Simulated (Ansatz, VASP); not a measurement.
**Two plane-wave programs on La2Y2O**

```
CELL_PARAMETERS angstrom
-2.40749 2.40749 5.92033
2.40749 -2.40749 5.92033
2.40749 2.40749 -5.92033
ATOMIC_POSITIONS crystal
La 0.22616 0.22616 0.00000
La 0.77384 0.77384 0.00000
Y 0.50000 0.00000 0.50000
Y 0.00000 0.50000 0.50000
O 0.00000 0.00000 0.00000
```

Alike in both runs: functional PBE; k mesh 5 × 5 × 5; occupations gaussian, width 0.2 eV; no spin polarisation.

Ansatz relaxed the structure, and its values are those at the end. VASP's run is a single point on that final structure, the one shown.

```csv
,VASP,Ansatz
version,VASP 6.6.1,Ansatz 0.2.0
potentials or method,"VASP PAW PBE potentials, release 64 (La, Y_sv, O), cutoff 520 eV","scalar-relativistic, plane waves, PAW"
valence electrons in the cell,50,50
```

|  | VASP | Ansatz | Ansatz less VASP |
| --- | --- | --- | --- |
| gap on the k mesh at the Fermi level (eV) | none | none | - |
| pressure (GPa) | -0.6 | -0.5 | +0.03 |
| rms of the force components (eV/Å) | 0.015 | 0.019 | +0.0036 |

A gap of «none» marks a metal or a gap that the smearing closes. The functional is the same, so the differences come from potentials, cutoffs and numerics.

The k mesh is coarse, so the values compare programs but aren't converged. Neither program's run includes spin-orbit coupling.
